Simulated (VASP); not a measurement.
Ag, 1 atom in the cell. It takes space group Pm-3m (No. 221, cubic). The conventional cell has a = 2.246 Å, b = 2.246 Å, c = 2.246 Å, α = 90.00°, β = 90.00°, γ = 90.00°. Ag (site symmetry m-3m) has 6 Ag at 2.25 Å within 3.0 Å. 

- Program: VASP 6.6.1
- Task: relaxation of cell and atoms
- Functional: PBE
- Potentials or basis: VASP PAW PBE potentials, release 64 (Ag)
- Cutoff: 600 eV
- k mesh: 17 × 17 × 17
- Occupations: fermi-dirac, width 0.1 eV
- Spin: no spin polarisation
- Target pressure: 220 GPa
- Dipole correction: no
- Further INCAR settings: ALGO = Normal; EDIFF = 1e-06; IBRION = 2; EDIFFG = -0.005; NSW = 32; ISIF = 3

Potentials or basis: VASP PAW PBE potentials, release 64 (Ag).

Command:

```sh
$ cat potpaw_PBE.64/Ag/POTCAR > POTCAR
$ mpirun -np 1 vasp_std > vasp.out
```

Hardware: 1 thread of Intel(R) Xeon(R) 6975P-C (Granite Rapids), on a shared host.

**Question.** How long does it take, and how much memory?

**Answer.** Run time: 23 s on 1 thread of Intel(R) Xeon(R) 6975P-C (Granite Rapids) (shared host), peak memory 0.14 GiB. Counts: scf iterations 24, k points 165, ion steps 3.
